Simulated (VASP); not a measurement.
Runs of VASP 6.6.1 on MoS2. The structure is that of space group P6_3/mmc (No. 194), or close to it. The cells are those of the table. 

```csv
cell,gap on the mesh (eV),pressure (GPa),largest force (eV/Å)
"a = 3.205, b = 3.205, c = 12.560 Å, angles 90.0, 90.0, 120.0°, 6 atoms",0.88,0.2,0.09
"a = 3.046, b = 3.046, c = 11.938 Å, angles 90.0, 90.0, 120.0°, 6 atoms",0.75,13.8,(b)
"a = 3.078, b = 3.078, c = 12.063 Å, angles 90.0, 90.0, 120.0°, 6 atoms",0.81,10.3,0.14
"a = 3.268, b = 3.268, c = 12.809 Å, angles 90.0, 90.0, 120.0°, 6 atoms",(a),-3.3,0.07
"a = 3.110, b = 3.110, c = 12.187 Å, angles 90.0, 90.0, 120.0°, 6 atoms",0.87,7.3,0.13
"a = 3.141, b = 3.141, c = 12.312 Å, angles 90.0, 90.0, 120.0°, 6 atoms",0.91,4.6,0.11
```

Alike in all rows: task single point; level PBE; potentials or basis VASP PAW PBE potentials, release 64 (Mo_sv, S); no spin polarisation; k mesh 12 × 12 × 2; cutoff (eV) 520; smearing fermi-dirac 0.02 eV.

Problem. Estimate the missing entries.

Solution. (a) 0.59; (b) 0.16.

Caveats: this functional lacks dispersion, which binds the layers, so the pressure and a relaxed spacing across them are unreliable (some runs).

A k mesh can miss the band edges, and the runs leave out spin-orbit coupling on Mo.
